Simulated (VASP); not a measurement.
# ZnSe (F-43m) in VASP: notebook, part 2 of 2

VASP 6.6.1.

### Step 4. Relaxation of cell and atoms, PBEsol

This run uses another cell than the first one, of 27.70 Å³/atom, 1.238 times its volume.

Input file INCAR:

```
SYSTEM = ZnSe
ALGO = Normal
EDIFF = 1E-7
EDIFFG = -0.05
ENCUT = 500
GGA = PS
GGA_COMPAT = .False.
IBRION = 2
ISIF = 3
ISMEAR = 0
LASPH = .True.
LCHARG = .False.
LREAL = .False.
LWAVE = .False.
NELM = 120
NELMIN = 4
NSW = 80
PREC = Accurate
SIGMA = 0.1
```

Input file KPOINTS:

```
k-points
0
Gamma
  6 6 6
  0 0 0
```

Input file POSCAR:

```
ZnSe
1.0
    0.0000000000      3.0256774899      3.0256774899
    3.0256774899      0.0000000000      3.0256774899
    3.0256774899      3.0256774899      0.0000000000
Zn Se
1 1
Direct
    0.0000000000      0.0000000000      0.0000000000
    0.2500000000      0.2500000000      0.2500000000
```

Potentials or basis: VASP PAW PBE potentials, release 64 (Zn, Se).

Command:

```bash
> cat potpaw_PBE.64/Zn/POTCAR potpaw_PBE.64/Se/POTCAR > POTCAR
> mpirun -np 1 vasp_std > vasp.out
```

OUTCAR:

```text
SYSTEM = ZnSe
   EDIFF = 1E-7
   EDIFFG = -0.05
   ENCUT = 500
   GGA = PS
   IBRION = 2
   ISIF = 3
   ISMEAR = 0
   LASPH = .True.
   LREAL = .False.
   NELM = 120
   NELMIN = 4
   NSW = 80
   PREC = Accurate

 ion  position               nearest neighbor table
   1  0.000  0.000  0.000-   2 2.62   2 2.62   2 2.62   2 2.62
   2  0.250  0.250  0.250-   1 2.62   1 2.62   1 2.62   1 2.62

  LATTYP: Found a face centered cubic cell.
 ALAT       =     6.0513549798

  Lattice vectors:

 A1 = (   0.0000000000,   3.0256774899,   3.0256774899)
 A2 = (   3.0256774899,   0.0000000000,   3.0256774899)
 A3 = (   3.0256774899,   3.0256774899,   0.0000000000)

Analysis of symmetry for initial positions (statically):
=====================================================================
 Subroutine PRICEL returns:
 Original cell was already a primitive cell.

 Routine SETGRP: Setting up the symmetry group for a
 face centered cubic supercell.

 Subroutine GETGRP returns: Found 24 space group operations
 (whereof 24 operations were pure point group operations)
 out of a pool of 48 trial point group operations.

The static configuration has the point symmetry T_d .

Analysis of symmetry for dynamics (positions and initial velocities):
=====================================================================
 Subroutine PRICEL returns:
 Original cell was already a primitive cell.

 Routine SETGRP: Setting up the symmetry group for a
 face centered cubic supercell.

 Subroutine GETGRP returns: Found 24 space group operations
 (whereof 24 operations were pure point group operations)
 out of a pool of 48 trial point group operations.

The dynamic configuration has the point symmetry T_d .

 Subroutine INISYM returns: Found 24 space group operations
 (whereof 24 operations are pure point group operations),
 and found     1 'primitive' translations

----------------------------------------------------------------------------------------

                                     Primitive cell

  volume of cell :      55.3985

  direct lattice vectors                    reciprocal lattice vectors
     0.000000000  3.025677490  3.025677490    -0.165252246  0.165252246  0.165252246
     3.025677490  0.000000000  3.025677490     0.165252246 -0.165252246  0.165252246
     3.025677490  3.025677490  0.000000000     0.165252246  0.165252246 -0.165252246

  length of vectors
     4.278954142  4.278954142  4.278954142     0.286225286  0.286225286  0.286225286

  position of ions in fractional coordinates (direct lattice)
     0.000000000  0.000000000  0.000000000
     0.250000000  0.250000000  0.250000000

  ion indices of the primitive-cell ions
   primitive index   ion index
                 1           1
                 2           2

----------------------------------------------------------------------------------------

 KPOINTS: k-points

Automatic generation of k-mesh.
 Grid dimensions read from file:
 generate k-points for:    6    6    6

 Generating k-lattice:

  Cartesian coordinates                     Fractional coordinates (reciprocal lattice)
    -0.027542041  0.027542041  0.027542041     0.166666667  0.000000000  0.000000000
     0.027542041 -0.027542041  0.027542041     0.000000000  0.166666667  0.000000000
     0.027542041  0.027542041 -0.027542041     0.000000000  0.000000000  0.166666667

  Length of vectors
     0.047704214  0.047704214  0.047704214

  Shift w.r.t. Gamma in fractional coordinates (k-lattice)
     0.000000000  0.000000000  0.000000000

 Subroutine IBZKPT returns following result:
 ===========================================

 Found     16 irreducible k-points:

 Following reciprocal coordinates:
            Coordinates               Weight
  0.000000  0.000000  0.000000      1.000000
  0.166667  0.000000  0.000000      8.000000
  0.333333  0.000000  0.000000      8.000000
  0.500000  0.000000  0.000000      4.000000
  0.166667  0.166667  0.000000      6.000000
  0.333333  0.166667  0.000000     24.000000
[... 8 lines left out ...]
 -0.333333  0.333333  0.166667     24.000000
 -0.333333  0.500000  0.166667     12.000000
   k-points           NKPTS =     16   k-points in BZ     NKDIM =     16   number of bands    NBANDS=     13
   number of dos      NEDOS =    301   number of ions     NIONS =      2
   total plane-waves  NPLWV =  32768
   dimension x,y,z NGX =    32 NGY =   32 NGZ =   32
   dimension x,y,z NGXF=    64 NGYF=   64 NGZF=   64
   ions per type =               1   1
   NGX,Y,Z   is equivalent  to a cutoff of  12.43, 12.43, 12.43 a.u.
   NGXF,Y,Z  is equivalent  to a cutoff of  24.87, 24.87, 24.87 a.u.
 SYSTEM =  ZnSe
   PREC   = accura    normal or accurate (medium, high low for compatibility)
   ISTART =      0    job   : 0-new  1-cont  2-samecut
   ICHARG =      2    charge: 1-file 2-atom 10-const
   ISPIN  =      1    spin polarized calculation?
   LNONCOLLINEAR =      F non collinear calculations
   LSORBIT =      F    spin-orbit coupling
   LASPH  =      T    aspherical Exc in radial PAW
   ENCUT  =  500.0 eV  36.75 Ry    6.06 a.u.   7.80  7.80  7.80*2*pi/ulx,y,z
   NELM   =    120;   NELMIN=  4; NELMDL= -5     # of ELM steps
   EDIFF  = 0.1E-06   stopping-criterion for ELM
   LREAL  =      F    real-space projection
   EDIFFG = -.5E-01   stopping-criterion for IOM
   NSW    =     80    number of steps for IOM
   IBRION =      2    ionic relax: 0-MD 1-quasi-New 2-CG
   NFREE  =      1    steps in history (QN), initial steepest desc. (CG)
   ISIF   =      3    stress and relaxation
   ISYM   =      2    0-nonsym 1-usesym 2-fastsym
   POTIM  = 0.5000    time-step for ionic-motion
   TEBEG  =    0.0;   TEEND  =   0.0 temperature during run
   PSTRESS=    0.0 pullay stress
   NELECT =      18.0000    total number of electrons
   NUPDOWN=      -1.0000    fix difference up-down
   EMIN   =  10.00;   EMAX   =-10.00  energy-range for DOS
   EFERMI =   0.00;   METHOD = LEGACY
   ISMEAR =     0;   SIGMA  =   0.10  broadening in eV -4-tet -1-fermi 0-gaus
   EFERMI_NEDOS =   21; number of points for ismear=-14 and -15
   IALGO  =     38    algorithm
   IMIX   =      4    mixing-type and parameters
     AMIX     =   0.40;   BMIX     =  1.00
     AMIX_MAG =   1.60;   BMIX_MAG =  1.00
  volume/ion in A,a.u.               =      27.70       186.92
  Fermi-wavevector in a.u.,A,eV,Ry     =   1.125468  2.126826 17.234194  1.266678
  Thomas-Fermi vector in A             =   2.262145
   LORBIT       =      0    0 simple, 1 ext, 2 COOP (PROOUT), +10 PAW based schemes
   GGA     = PS    functional components
   LHFCALC =     F    Hartree Fock is set to
   AEXX    =    0.0000 exact exchange contribution
   IVDW    =     0    specifies the selected vdW correction
   LEPSILON=     F    determine dielectric tensor
   LRPA    =     F    only Hartree local field effects (RPA)
 conjugate gradient relaxation of ions
 non-spin polarized calculation
 Gauss-broadening in eV      SIGMA  =   0.10
  energy-cutoff  :      500.00
  volume of cell :       55.40
 maximum number of plane-waves:      1420
   NGX = 15   NGY = 15   NGZ = 15

--------------------------------------- Ionic step        1  -------------------------------------------

 number of electron      18.0000014 magnetization

 Free energy of the ion-electron system (eV)
  ---------------------------------------------------
  ext. energy  EPLUGINS =         0.00000000
  ---------------------------------------------------
  free energy    TOTEN  =        -6.43061925 eV

  energy without entropy =       -6.43061493  energy(sigma->0) =       -6.43061709

------------------------ aborting loop because EDIFF is reached ----------------------------------------

  FORCE on cell =-STRESS in cart. coord.  units (eV):
  Direction    XX          YY          ZZ          XY          YZ          ZX
  --------------------------------------------------------------------------------------
  -------------------------------------------------------------------------------------
  Total       -2.9245401     -2.9245401     -2.9245401      0.0000000     -0.0000000      0.0000000
  in kB      -84.5805026    -84.5805026    -84.5805026      0.0000000     -0.0000000      0.0000000
  external PRESSURE =     -84.5805026 kB  Pullay stress =       0.0000000 kB
[... 57 lines left out ...]
  energy  without entropy=       -6.7672144243  energy(sigma->0) =       -6.76721442

--------------------------------------- Ionic step        3  -------------------------------------------

 number of electron      17.9999986 magnetization

 Free energy of the ion-electron system (eV)
  ---------------------------------------------------
  ext. energy  EPLUGINS =         0.00000000
  ---------------------------------------------------
  free energy    TOTEN  =        -6.76796275 eV

  energy without entropy =       -6.76796275  energy(sigma->0) =       -6.76796275

 E-fermi :   2.0933     XC(G=0):  -9.5883

 val. band max:        1.6125513620   @ k =   0.0000   0.0000   0.0000
 cond. band min:       2.8371212379   @ k =   0.0000   0.0000   0.0000
 fundamental gap:      1.2245698758
 Fermi energy:         2.0933124217

 k-point     1 :       0.0000    0.0000    0.0000
  band No.  band energies     occupation
      1     -11.7641      2.00000
      2      -4.9998      2.00000
      3      -4.9998      2.00000
      4      -4.9998      2.00000
      5      -4.6158      2.00000
      6      -4.6158      2.00000
      7       1.6126      2.00000
      8       1.6126      2.00000
      9       1.6126      2.00000
     10       2.8371      0.00000
     11       7.3366      0.00000
     12       7.3366      0.00000
     13       7.3366      0.00000
[... 267 lines left out ...]
  FREE ENERGIE OF THE ION-ELECTRON SYSTEM (eV)
  ---------------------------------------------------
  free  energy   TOTEN  =        -6.7679627481 eV

  energy  without entropy=       -6.7679627481  energy(sigma->0) =       -6.76796275

 reached required accuracy - stopping structural energy minimisation
```

OSZICAR:

```text
N       E                     dE             d eps       ncg     rms          rms(c)
DAV:   1     0.842743737038E+02    0.84274E+02   -0.87004E+03   416   0.144E+03
DAV:   2    -0.891768189892E+00   -0.85166E+02   -0.81625E+02   461   0.258E+02
DAV:   3    -0.669270685863E+01   -0.58009E+01   -0.57700E+01   496   0.676E+01
[... 31 lines left out ...]
DAV:   5    -0.676796142026E+01    0.47404E-04   -0.56986E-05   626   0.150E-01    0.540E-03
DAV:   6    -0.676796225829E+01   -0.83803E-06   -0.16006E-05   431   0.656E-02    0.504E-03
DAV:   7    -0.676796289002E+01   -0.63173E-06   -0.18847E-06   516   0.287E-02    0.275E-03
DAV:   8    -0.676796273594E+01    0.15409E-06   -0.49336E-07   356   0.156E-02    0.336E-04
DAV:   9    -0.676796274810E+01   -0.12159E-07   -0.30317E-08   223   0.211E-03
   3 F= -.67679627E+01 E0= -.67679627E+01  d E =-.337343E+00
```

Run time: 15 s. Hardware: 1 thread of Intel Xeon 6975P-C (Granite Rapids), shared host; peak memory 0.18 GiB.

Results:

```
Free energy                            : -6.7680 eV
Relaxed volume                         : 22.44 Å³/atom
Relaxed cell                           : a = 3.989 Å, b = 3.989 Å, c = 3.989 Å, α = 60.00°, β = 60.00°, γ = 60.00°
Space group after relaxing (to 0.05 Å) : F-43m (No. 216)
Energy gained by relaxing              : 168.7 meV/atom
Ionic steps                            : 3
Pressure after relaxing                : 0.0 GPa
Band gap on the k mesh                 : 1.22 eV, direct
```

The path:
```tsv
step	energy change (eV)	largest force (eV/Å)	pressure (GPa)	volume (Å³)
1	0.0000	0.0000	-8.46	55.40
2	-0.3366	0.0000	0.61	44.48
3	-0.3373	0.0000	0.00	44.88
```

Final structure:
```
CELL_PARAMETERS angstrom
0.00000 2.82063 2.82063
2.82063 0.00000 2.82063
2.82063 2.82063 0.00000
ATOMIC_POSITIONS crystal
Zn 0.00000 0.00000 0.00000
Se 0.25000 0.25000 0.25000
```

Caveat: the volume moved by over 15 % at a fixed basis, so the end points are rough; the PAW data sets were made with another functional, which shifts forces and pressure a little.
